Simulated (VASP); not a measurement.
Crystal: SnP4.

```
Sn P
1.0
     4.79945    0.00000    0.00000
     0.00000    4.79945    0.00000
     0.00000    0.00000    4.79945
Sn P
1 4
Direct
  0.50000 0.50000 0.50000
  0.20543 0.20543 0.20543
  0.79457 0.79457 0.20543
  0.79457 0.20543 0.79457
  0.20543 0.79457 0.79457
```

The cell was generated, and may not be a known phase.

| Quantity | Value |
| --- | --- |
| Program | VASP 6.6.1 |
| Task | relaxation of cell and atoms |
| Functional | PBE |
| Potentials or basis | VASP PAW PBE potentials, release 64 (Sn_d, P) |
| Cutoff | 600 eV |
| k mesh | 4 × 4 × 4 |
| Occupations | gaussian, width 0.1 eV |
| Spin | no spin polarisation |

At the start: pressure -0.8 GPa; volume 22.11 Å³/atom.

Where does the relaxation end?

Over 14 steps the energy falls by 590.1 meV/atom and the volume is 26.16 Å³/atom (+18.3 %); space group P-43m (No. 215, to 0.1 Å) before and after.

Step by step:
| step | energy change (eV) | largest force (eV/Å) | pressure (GPa) | volume (Å³) |
| --- | --- | --- | --- | --- |
| 1 | 0.0000 | 2.1169 | -0.83 | 110.55 |
| 2 | -0.8531 | 2.2630 | -1.31 | 108.74 |
| 3 | -1.6817 | 4.3889 | 18.24 | 103.41 |
| 4 | -1.7766 | 2.5137 | 0.57 | 107.01 |
| 5 | -2.4679 | 0.5678 | 6.06 | 105.20 |
| 6 | -2.4767 | 0.0607 | 7.47 | 104.92 |
| 7 | -2.7546 | 1.5805 | 5.61 | 118.95 |
| 8 | -2.7579 | 1.4625 | 5.61 | 117.84 |
| 9 | -2.6890 | 1.5907 | -4.57 | 140.32 |
| 10 | -2.9437 | 0.1829 | -0.01 | 127.44 |
| 11 | -2.9438 | 0.1535 | 0.10 | 127.23 |
| 12 | -2.9437 | 0.1266 | 0.19 | 127.04 |
| 13 | -2.9468 | 0.0922 | 0.15 | 128.00 |
| 14 | -2.9507 | 0.0169 | 0.05 | 130.81 |

Final structure:
```cif
data_structure
_symmetry_space_group_name_H-M 'P 1'
_symmetry_Int_Tables_number 1
_cell_length_a 5.0763
_cell_length_b 5.0763
_cell_length_c 5.0763
_cell_angle_alpha 90.000
_cell_angle_beta 90.000
_cell_angle_gamma 90.000
_cell_volume 130.81
loop_
_atom_site_label
_atom_site_type_symbol
_atom_site_fract_x
_atom_site_fract_y
_atom_site_fract_z
_atom_site_occupancy
Sn1 Sn 0.50000 0.50000 0.50000 1
P1 P 0.15600 0.15600 0.15600 1
P2 P 0.84400 0.84400 0.15600 1
P3 P 0.84400 0.15600 0.84400 1
P4 P 0.15600 0.84400 0.84400 1
```

Caveat: the volume moved by over 15 % at a fixed basis, so the end points are rough.
